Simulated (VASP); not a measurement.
A run of VASP 6.6.1 is set up as follows.

File INCAR:

```
SYSTEM = Ca
PREC = Accurate
ENCUT = 500
EDIFF = 1E-7
ISMEAR = -1
SIGMA = 0.1
LREAL = .FALSE.
LASPH = .TRUE.
NELM = 120
ALGO = Normal
ISIF = 3
LWAVE = .FALSE.
LCHARG = .FALSE.
GGA = CA
IBRION = 2
NSW = 60
EDIFFG = -0.02
GGA_COMPAT = .FALSE.
NELMIN = 4
```

KPOINTS

```
regular mesh
0
G
  6 6 6
  0 0 0
```

Contents of POSCAR:

```
Ca
1.0
    0.0000000000      2.4061280000      2.4061280000
    2.4061280000      0.0000000000      2.4061280000
    2.4061280000      2.4061280000      0.0000000000
Ca
1
Direct
    0.0000000000      0.0000000000      0.0000000000
```

Potentials or basis: VASP PAW LDA potentials, release 64 (Ca_sv).

Launch:

```console
$ cat potpaw_LDA.64/Ca_sv/POTCAR > POTCAR
$ mpirun -np 1 vasp_std > vasp.out
```

(1) Predict the relaxed volume.

(2) What does it give for the relaxed cell?

(3) Estimate the space group after relaxing (to 0.1 Å).

Answers

(1) 38.14 Å³/atom.

(2) a = 3.778 Å, b = 3.778 Å, c = 3.778 Å, α = 60.00°, β = 60.00°, γ = 60.00°.

(3) Fm-3m (No. 225).

Caveat: the k points lie up to 0.34 Å⁻¹ apart in the final cell; the volume moved by over 15 % at a fixed basis, so the end points are rough.
